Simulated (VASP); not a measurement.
A run of VASP 6.6.1:

Contents of INCAR:

```
  PREC = Accurate
  ENCUT = 520
  EDIFF = 1E-6
  ISMEAR = 0
  SIGMA = 0.05
  LREAL = F
  LASPH = T
  NELM = 60
  ALGO = Normal
  ISIF = 2
  LWAVE = F
  LCHARG = T
  GGA = PE
  LELF = T
  LVHAR = T
  NBANDS = 11
```

Contents of KPOINTS:

```
regular mesh
0
Gamma
  18 18 18
```

The input POSCAR:

```
SiC
1.0
    0.0000000000      1.9256736495      1.9256736495
    1.9256736495      0.0000000000      1.9256736495
    1.9256736495      1.9256736495      0.0000000000
Si C
1 1
Direct
    0.0000000000      0.0000000000      0.0000000000
    0.2500000000      0.2500000000      0.2500000000
```

Potentials or basis: VASP PAW PBE potentials, release 64 (Si, C).

The run is started by

```bash
$ cat potpaw_PBE.64/Si/POTCAR potpaw_PBE.64/C/POTCAR > POTCAR
$ mpirun -np 1 vasp_std > vasp.out
```

Hardware: 1 thread of Intel(R) Xeon(R) 6975P-C (Granite Rapids) (shared host).

Q: Estimate the wall time of this run.

A: It took 11 s on 1 thread of Intel(R) Xeon(R) 6975P-C (Granite Rapids) (shared host), peak memory 0.14 GiB. Counts: scf iterations 11, k points 195.
